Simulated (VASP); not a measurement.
Rb: single point with PBE

Rb:

```
Rb
1.0
     6.83012    0.00000    0.00000
    -3.41506    5.91506    0.00000
     0.00000    0.00000    4.08078
Rb
3
Direct
  0.00000 0.00000 0.00000
  0.33333 0.66667 0.50000
  0.66667 0.33333 0.50000
```

This isn't the form of Rb at room conditions, which is bcc.

```
Program                : VASP 6.6.1
Task                   : single point
Functional             : PBE
Potentials or basis    : VASP PAW PBE potentials, release 64 (Rb_sv)
Cutoff                 : 520 eV
k mesh                 : 5 × 5 × 7
Occupations            : fermi-dirac, width 0.05 eV
Spin                   : no spin polarisation
Dipole correction      : no
Further INCAR settings : ALGO = Normal; EDIFF = 1e-07; NBANDS = 20
```

The pressure is 3.5 GPa. The band gap on the k mesh is zero (an odd number of electrons rules out a gap without spin polarisation).

Levels at points of the mesh, in eV from the Fermi level:
```tsv
k point	band 9	band 10	band 11	band 12	band 13	band 14	band 15	band 16	band 17	band 18
(0.00, 0.00, 0.00)	-12.76	-12.73	-12.73	-12.67	-2.66	1.02	1.32	1.32	1.33	1.33
```

Run time: 51 s on 1 thread of Intel(R) Xeon(R) 6975P-C (Granite Rapids), with other jobs on the host, peak memory 0.27 GiB.

Caveat: the cell stands under pressure.
